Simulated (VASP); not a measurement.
**Pt: relaxation of cell and atoms with PBE**

The system is Pt.

```
CELL_PARAMETERS angstrom
1.55500 1.55500 1.55500
-1.55500 1.55500 1.55500
-1.55500 -1.55500 1.55500
ATOMIC_POSITIONS crystal
Pt 0.00000 0.00000 0.00000
```

This isn't the form of Pt at room conditions, which is fcc.

```json
{"Program": "VASP 6.6.1", "Task": "relaxation of cell and atoms", "Functional": "PBE", "Potentials or basis": "VASP PAW PBE potentials, release 64 (Pt)", "Cutoff": "600 eV", "k mesh": "20 × 20 × 20", "Occupations": "methfessel-paxton, width 0.05 eV", "Spin": "no spin polarisation", "Dipole correction": "no", "Further INCAR settings": "ALGO = Normal; EDIFF = 1e-07; IBRION = 2; EDIFFG = -0.02; NSW = 80; ISIF = 3"}
```

- Relaxed volume: 15.80 Å³/atom
- Relaxed cell: a = 2.738 Å, b = 2.738 Å, c = 2.738 Å, α = 70.53°, β = 109.47°, γ = 70.53°
- Space group after relaxing (to 0.1 Å): Im-3m (No. 229)
- Energy gained by relaxing: 29.8 meV/atom
- Ionic steps: 4
- Pressure after relaxing: -0.1 GPa
- Band gap on the k mesh: zero (bands 5 and 6 overlap by 2.12 eV)

The path:
```
step  energy change (eV)  largest force (eV/Å)  pressure (GPa)  volume (Å³)
   1              0.0000                0.0000           13.37        15.04
   2              0.1361                0.0000          -21.54        17.94
   3             -0.0297                0.0000           -0.58        15.83
   4             -0.0298                0.0000           -0.06        15.80
```

Final structure:
```
Pt
1.0
     1.58070    1.58070    1.58070
    -1.58070    1.58070    1.58070
    -1.58070   -1.58070    1.58070
Pt
1
Direct
  0.00000 0.00000 0.00000
```

Levels at points of the mesh, in eV from the Fermi level:
| k point | band 1 | band 2 | band 3 | band 4 | band 5 | band 6 | band 7 | band 8 | band 9 |
| --- | --- | --- | --- | --- | --- | --- | --- | --- | --- |
| (0.00, 0.00, 0.00) | -9.48 | -3.46 | -3.46 | -3.46 | -0.98 | -0.98 | 17.12 | 17.12 | 17.12 |
| (0.50, 0.00, 0.00) | -6.54 | -4.88 | -1.16 | -0.66 | 0.29 | 1.07 | 6.32 | 13.29 | 15.88 |
| (0.50, 0.50, 0.50) | -6.05 | -6.05 | 0.54 | 0.54 | 0.54 | 7.69 | 7.69 | 7.69 | 12.80 |

Wall time 47 s on 1 thread of Intel(R) Xeon(R) Platinum 8488C (Sapphire Rapids), on a shared host, peak memory 0.19 GiB.

Caveat: spin-orbit coupling is left out, which moves the levels of the heavy elements.
